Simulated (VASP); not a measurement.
# CaGeF2 (R-3m) in VASP: single point with PBE

Aim: the single point of CaGeF2 with PBE.

Everything below comes from runs of VASP 6.6.1. Logs are shortened: lines on timing, memory, paths and dates and some standing lists are left out, and cuts for length are marked.

### Step 1. The cell of the first run

It takes space group R-3m (No. 166, trigonal). The conventional cell has a = 4.326 Å, b = 4.326 Å, c = 12.730 Å, α = 90.00°, β = 90.00°, γ = 120.00°. Ca (site symmetry -3m) has 2 F at 2.24 Å within 3.0 Å. Within 3.3 Å of Ge (site symmetry -3m) lie 6 F at 2.50 Å and 6 Ca at 3.28 Å. Within 3.0 Å of F (site symmetry 3m) lie 1 Ca at 2.24 Å and 3 Ge at 2.50 Å and 3 F at 2.51 Å.

### Step 2. Single point, PBE

INCAR reads:

```
PREC = Accurate
ENCUT = 520
EDIFF = 1E-6
ISMEAR = 0
SIGMA = 0.1
LREAL = False
LASPH = True
NELM = 100
ALGO = Normal
ISIF = 2
LWAVE = False
LCHARG = True
GGA = PE
LELF = True
LVHAR = True
NBANDS = 27
```

KPOINTS reads:

```
regular mesh
0
Gamma
  6 6 6
```

POSCAR reads:

```
CaGeF2
1.0
    2.1629252594      1.2487654807      4.2433981776
   -2.1629252594      1.2487654807      4.2433981776
    0.0000000000     -2.4975309615      4.2433981776
Ca Ge F
1 1 2
Direct
    0.5000000000      0.5000000000      0.5000000000
    0.0000000000      0.0000000000      0.0000000000
    0.6758710663      0.6758710663      0.6758710663
    0.3241289337      0.3241289337      0.3241289337
```

Potentials or basis: VASP PAW PBE potentials, release 64 (Ca_sv, Ge_d, F).

Run with:

```bash
cat potpaw_PBE.64/Ca_sv/POTCAR potpaw_PBE.64/Ge_d/POTCAR potpaw_PBE.64/F/POTCAR > POTCAR
mpirun -np 1 vasp_std > vasp.out
```

OUTCAR:

```text
PREC = Accurate
   ENCUT = 520
   EDIFF = 1E-6
   ISMEAR = 0
   LREAL = False
   LASPH = True
   NELM = 100
   ISIF = 2
   GGA = PE

 ion  position               nearest neighbor table
   1  0.500  0.500  0.500-   3 2.24   4 2.24
   2  0.000  0.000  0.000-
   3  0.676  0.676  0.676-   1 2.24
   4  0.324  0.324  0.324-   1 2.24

  LATTYP: Found a trigonal (rhomboedric) cell.
 ALAT       =     4.9238286929
 COS(alpha) =     0.6140712338

  Lattice vectors:

 A1 = (   2.1629252594,   1.2487654807,   4.2433981776)
 A2 = (  -2.1629252594,   1.2487654807,   4.2433981776)
 A3 = (   0.0000000000,  -2.4975309615,   4.2433981776)

Analysis of symmetry for initial positions (statically):
=====================================================================
 Subroutine PRICEL returns:
 Original cell was already a primitive cell.

 Routine SETGRP: Setting up the symmetry group for a
 trigonal (rhombohedral) supercell.

 Subroutine GETGRP returns: Found 12 space group operations
 (whereof 12 operations were pure point group operations)
 out of a pool of 12 trial point group operations.

The static configuration has the point symmetry D_3d.

Analysis of symmetry for dynamics (positions and initial velocities):
=====================================================================
 Subroutine PRICEL returns:
 Original cell was already a primitive cell.

 Routine SETGRP: Setting up the symmetry group for a
 trigonal (rhombohedral) supercell.

 Subroutine GETGRP returns: Found 12 space group operations
 (whereof 12 operations were pure point group operations)
 out of a pool of 12 trial point group operations.

The dynamic configuration has the point symmetry D_3d.

 Subroutine INISYM returns: Found 12 space group operations
 (whereof 12 operations are pure point group operations),
 and found     1 'primitive' translations

----------------------------------------------------------------------------------------

                                     Primitive cell

  volume of cell :      68.7682

  direct lattice vectors                    reciprocal lattice vectors
     2.162925259  1.248765481  4.243398178     0.231168413  0.133465146  0.078553395
    -2.162925259  1.248765481  4.243398178    -0.231168413  0.133465146  0.078553395
     0.000000000 -2.497530961  4.243398178     0.000000000 -0.266930291  0.078553395

  length of vectors
     4.923828693  4.923828693  4.923828693     0.278248839  0.278248839  0.278248839

  position of ions in fractional coordinates (direct lattice)
     0.500000000  0.500000000  0.500000000
     0.000000000  0.000000000  0.000000000
     0.675871066  0.675871066  0.675871066
     0.324128934  0.324128934  0.324128934

  ion indices of the primitive-cell ions
   primitive index   ion index
                 1           1
                 2           2
                 3           3
                 4           4

----------------------------------------------------------------------------------------

 KPOINTS: regular mesh

Automatic generation of k-mesh.
 Grid dimensions read from file:
 generate k-points for:    6    6    6

 Generating k-lattice:

  Cartesian coordinates                     Fractional coordinates (reciprocal lattice)
     0.038528069  0.022244191  0.013092233     0.166666667 -0.000000000  0.000000000
    -0.038528069  0.022244191  0.013092233    -0.000000000  0.166666667  0.000000000
     0.000000000 -0.044488382  0.013092233     0.000000000  0.000000000  0.166666667

  Length of vectors
     0.046374806  0.046374806  0.046374806

  Shift w.r.t. Gamma in fractional coordinates (k-lattice)
     0.000000000  0.000000000  0.000000000

 Subroutine IBZKPT returns following result:
 ===========================================

 Found     32 irreducible k-points:

 Following reciprocal coordinates:
            Coordinates               Weight
  0.000000  0.000000  0.000000      1.000000
  0.166667  0.000000  0.000000      6.000000
  0.333333  0.000000 -0.000000      6.000000
  0.500000 -0.000000  0.000000      3.000000
  0.166667  0.166667  0.000000      6.000000
  0.333333  0.166667  0.000000     12.000000
[... 16 lines left out ...]
  0.500000  0.500000  0.166667      6.000000
 -0.333333  0.500000  0.166667     12.000000
 [... further k-points ...]
   k-points           NKPTS =     32   k-points in BZ     NKDIM =     32   number of bands    NBANDS=     27
   number of dos      NEDOS =    301   number of ions     NIONS =      4
   total plane-waves  NPLWV =  64000
   dimension x,y,z NGX =    40 NGY =   40 NGZ =   40
   dimension x,y,z NGXF=    80 NGYF=   80 NGZF=   80
   ions per type =               1   1   2
   NGX,Y,Z   is equivalent  to a cutoff of  13.51, 13.51, 13.51 a.u.
   NGXF,Y,Z  is equivalent  to a cutoff of  27.01, 27.01, 27.01 a.u.
 SYSTEM =  unknown system
   PREC   = accura    normal or accurate (medium, high low for compatibility)
   ISTART =      0    job   : 0-new  1-cont  2-samecut
   ICHARG =      2    charge: 1-file 2-atom 10-const
   ISPIN  =      1    spin polarized calculation?
   LNONCOLLINEAR =      F non collinear calculations
   LSORBIT =      F    spin-orbit coupling
   LASPH  =      T    aspherical Exc in radial PAW
   ENCUT  =  520.0 eV  38.22 Ry    6.18 a.u.   9.16  9.16  9.16*2*pi/ulx,y,z
   NELM   =    100;   NELMIN=  2; NELMDL= -5     # of ELM steps
   EDIFF  = 0.1E-05   stopping-criterion for ELM
   LREAL  =      F    real-space projection
   EDIFFG = 0.1E-04   stopping-criterion for IOM
   NSW    =      0    number of steps for IOM
   IBRION =     -1    ionic relax: 0-MD 1-quasi-New 2-CG
   NFREE  =      0    steps in history (QN), initial steepest desc. (CG)
   ISIF   =      2    stress and relaxation
   ISYM   =      2    0-nonsym 1-usesym 2-fastsym
   POTIM  = 0.5000    time-step for ionic-motion
   TEBEG  =    0.0;   TEEND  =   0.0 temperature during run
   PSTRESS=    0.0 pullay stress
   NELECT =      38.0000    total number of electrons
   NUPDOWN=      -1.0000    fix difference up-down
   EMIN   =  10.00;   EMAX   =-10.00  energy-range for DOS
   EFERMI =   0.00;   METHOD = LEGACY
   ISMEAR =     0;   SIGMA  =   0.10  broadening in eV -4-tet -1-fermi 0-gaus
   EFERMI_NEDOS =   21; number of points for ismear=-14 and -15
   IALGO  =     38    algorithm
   IMIX   =      4    mixing-type and parameters
     AMIX     =   0.40;   BMIX     =  1.00
     AMIX_MAG =   1.60;   BMIX_MAG =  1.00
  volume/ion in A,a.u.               =      17.19       116.02
  Fermi-wavevector in a.u.,A,eV,Ry     =   1.343405  2.538667 24.554929  1.804736
  Thomas-Fermi vector in A             =   2.471481
   LORBIT       =      0    0 simple, 1 ext, 2 COOP (PROOUT), +10 PAW based schemes
   GGA     = PE    functional components
   LHFCALC =     F    Hartree Fock is set to
   AEXX    =    0.0000 exact exchange contribution
   IVDW    =     0    specifies the selected vdW correction
   LEPSILON=     F    determine dielectric tensor
   LRPA    =     F    only Hartree local field effects (RPA)
 non-spin polarized calculation
 Gauss-broadening in eV      SIGMA  =   0.10
  energy-cutoff  :      520.00
  volume of cell :       68.77
 maximum number of plane-waves:      1866
 NGX is ok and might be reduce to    40
   NGX = 19   NGY = 19   NGZ = 19

 number of electron      37.9999993 magnetization

 Free energy of the ion-electron system (eV)
  ---------------------------------------------------
  ext. energy  EPLUGINS =         0.00000000
  ---------------------------------------------------
  free energy    TOTEN  =       -17.66194749 eV

  energy without entropy =      -17.66082465  energy(sigma->0) =      -17.66138607

 E-fermi :   4.5557     XC(G=0):  -9.6535

 val. band max:        3.8934280875   @ k =   0.1667   0.0000   0.0000
 cond. band min:       4.6354362083   @ k =  -0.3333   0.1667   0.1667
 fundamental gap:      0.7420081208
 Fermi energy:         4.5556958565

 k-point     1 :       0.0000    0.0000    0.0000
  band No.  band energies     occupation
      1     -37.4961      2.00000
      2     -21.4407      2.00000
      3     -21.4407      2.00000
      4     -21.1623      2.00000
      5     -21.1623      2.00000
      6     -21.1598      2.00000
[... 19 lines left out ...]
     26       8.1116      0.00000
     27      10.1749      0.00000

 k-point     2 :       0.1667    0.0000    0.0000
  band No.  band energies     occupation
      1     -37.4953      2.00000
      2     -21.4529      2.00000
      3     -21.4399      2.00000
      4     -21.1628      2.00000
      5     -21.1626      2.00000
      6     -21.1343      2.00000
[... 19 lines left out ...]
     26       8.2902      0.00000
     27      10.2094      0.00000

 k-point     3 :       0.3333    0.0000   -0.0000
  band No.  band energies     occupation
      1     -37.4939      2.00000
      2     -21.4809      2.00000
      3     -21.4382      2.00000
      4     -21.1640      2.00000
      5     -21.1633      2.00000
      6     -21.0842      2.00000
[... 19 lines left out ...]
     26       9.1561      0.00000
     27       9.7486      0.00000

 k-point     4 :       0.5000   -0.0000    0.0000
  band No.  band energies     occupation
      1     -37.4932      2.00000
      2     -21.4961      2.00000
      3     -21.4374      2.00000
      4     -21.1645      2.00000
      5     -21.1636      2.00000
      6     -21.0615      2.00000
[... 19 lines left out ...]
     26       9.4772      0.00000
     27       9.8868      0.00000
[... 516 lines left out ...]
      4     -21.1641      2.00000
      5     -21.1630      2.00000
      6     -21.0622      2.00000
[... 19 lines left out ...]
     26       8.7533      0.00000
     27      10.3684      0.00000

 k-point    23 :       0.5000    0.5000    0.1667
  band No.  band energies     occupation
      1     -37.4931      2.00000
      2     -21.4716      2.00000
      3     -21.4382      2.00000
      4     -21.1633      2.00000
      5     -21.1623      2.00000
      6     -21.1091      2.00000
[... 19 lines left out ...]
     26       8.6407      0.00000
     27      10.6087      0.00000

 k-point    24 :      -0.3333    0.5000    0.1667
  band No.  band energies     occupation
      1     -37.4926      2.00000
      2     -21.4758      2.00000
      3     -21.4511      2.00000
      4     -21.1633      2.00000
      5     -21.1628      2.00000
      6     -21.0678      2.00000
[... 19 lines left out ...]
     26       9.0258      0.00000
     27      10.6283      0.00000

 [... further k-points ...]

------------------------ aborting loop because EDIFF is reached ----------------------------------------

  FORCE on cell =-STRESS in cart. coord.  units (eV):
  Direction    XX          YY          ZZ          XY          YZ          ZX
  --------------------------------------------------------------------------------------
  -------------------------------------------------------------------------------------
  Total       -0.0291302     -0.0291302      0.1572921      0.0000000     -0.0000000      0.0000000
  in kB       -0.6786830     -0.6786830      3.6646288      0.0000000     -0.0000000      0.0000000
  external PRESSURE =       0.7690876 kB  Pullay stress =       0.0000000 kB

 VOLUME and BASIS-vectors are now :
 -----------------------------------------------------------------------------
  energy-cutoff  :      520.00
  volume of cell :       68.77
      direct lattice vectors                 reciprocal lattice vectors
     2.162925259  1.248765481  4.243398178     0.231168413  0.133465146  0.078553395
    -2.162925259  1.248765481  4.243398178    -0.231168413  0.133465146  0.078553395
     0.000000000 -2.497530961  4.243398178     0.000000000 -0.266930291  0.078553395

 POSITION                                       TOTAL-FORCE (eV/Angst)
 -----------------------------------------------------------------------------------
      0.00000     -0.00000      6.36510        -0.000000      0.000000     -0.000000
      0.00000      0.00000      0.00000         0.000000      0.000000     -0.000000
      0.00000     -0.00000      8.60397         0.000000     -0.000000      0.049323
      0.00000     -0.00000      4.12622         0.000000      0.000000     -0.049323
 -----------------------------------------------------------------------------------
    total drift:                                0.000000      0.000000      0.000000

  FREE ENERGIE OF THE ION-ELECTRON SYSTEM (eV)
  ---------------------------------------------------
  free  energy   TOTEN  =       -17.6619474882 eV

  energy  without entropy=      -17.6608246544  energy(sigma->0) =      -17.66138607
```

It took 40 s on 1 thread of Intel Xeon 6975P-C (Granite Rapids), shared host; peak memory 0.26 GiB.

What came out:

```
Free energy            : -17.6619 eV
Pressure               : 0.1 GPa
Largest force          : 0.049 eV/Å
Band gap on the k mesh : zero (bands 19 and 20 overlap by 0.02 eV)
```

Forces on the atoms (eV/Å):
```
Ca   0.000  0.000  0.000
Ge   0.000  0.000  0.000
F    0.000  0.000  0.049
F    0.000  0.000 -0.049
```

Stress tensor (GPa, compression positive):
```
-0.07  0.00  0.00
 0.00 -0.07  0.00
 0.00  0.00  0.37
```

Levels at points of the mesh, in eV from the Fermi level:
| k point | band 16 | band 17 | band 18 | band 19 | band 20 | band 21 | band 22 | band 23 |
| --- | --- | --- | --- | --- | --- | --- | --- | --- |
| (0.00, 0.00, 0.00) | -6.28 | -6.09 | -6.09 | 0.10 | 1.03 | 2.02 | 2.02 | 2.07 |
| (0.50, 0.00, 0.00) | -6.10 | -5.23 | -4.54 | -1.92 | 0.12 | 1.74 | 3.18 | 3.34 |
| (0.50, 0.50, 0.00) | -5.95 | -5.25 | -4.56 | -1.59 | 0.98 | 1.38 | 2.17 | 2.68 |
| (0.50, 0.50, 0.50) | -6.19 | -6.19 | -5.75 | -2.46 | 0.89 | 0.89 | 2.86 | 2.86 |
